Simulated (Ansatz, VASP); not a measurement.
## Two plane-wave programs on SnO2

File INCAR:

```
ALGO = Normal ; EDIFF = 1E-7
ENCUT = 520 ; GGA = PE
ISIF = 2 ; ISMEAR = 0
LASPH = True ; LCHARG = True
LELF = True ; LREAL = False
LVHAR = True ; LWAVE = False
NBANDS = 20 ; NELM = 60
PREC = Accurate ; SIGMA = 0.02
```

Contents of KPOINTS:

```
k-points
0
Gamma
  12 12 12
```

POSCAR

```
SnO2
1.0
    1.6473650576      0.9511066595      5.3225130097
   -1.6473650576      0.9511066595      5.3225130097
    0.0000000000     -1.9022133189      5.3225130097
Sn O
1 2
Direct
    0.5000000000      0.5000000000      0.5000000000
    0.2422724737      0.2422724737      0.2422724737
    0.7577275263      0.7577275263      0.7577275263
```

Input for Ansatz:

```yaml
crystal:
  lattice:
    - [1.6473650576, 0.9511066595, 5.3225130097]
    - [-1.6473650576, 0.9511066595, 5.3225130097]
    - [0.0, -1.9022133189, 5.3225130097]
  atoms:
    - { symbol: Sn, position: [0.5, 0.5, 0.5] }
    - { symbol: O, position: [0.2422724737, 0.2422724737, 0.2422724737] }
    - { symbol: O, position: [0.7577275263, 0.7577275263, 0.7577275263] }
basis:
  ecutwfc: 420
kpoints:
  mp_grid: { grid: [12, 12, 12] }
hamiltonian:
  xc: pbe
scf:
  occupations: { method: gaussian, width: 0.02 }
output:
  forces: true
  stress: true
  eigenvalues: true
```

Alike in both runs: task single point; functional PBE; k mesh 12 × 12 × 12; occupations gaussian, width 0.02 eV; no spin polarisation.

```csv
,VASP,Ansatz
version,VASP 6.6.1,Ansatz 0.2.0
potentials or method,"VASP PAW PBE potentials, release 64 (Sn_d, O), cutoff 520 eV","scalar-relativistic, plane waves, PAW"
valence electrons in the cell,26,26
```

```csv
,VASP,Ansatz,Ansatz less VASP
gap on the k mesh at the Fermi level (eV),1.55,1.57,+0.023
least direct gap on the mesh (eV),1.58,1.61,+0.023
pressure (GPa),-14.8,-15.1,-0.28
"traceless stress, the component that is largest in VASP (GPa)",-3.63,-3.51,+0.122
rms of the force components (eV/Å),1.115,1.135,+0.0198
```

Atom by atom the forces differ by 0.020 eV/Å (rms over components).
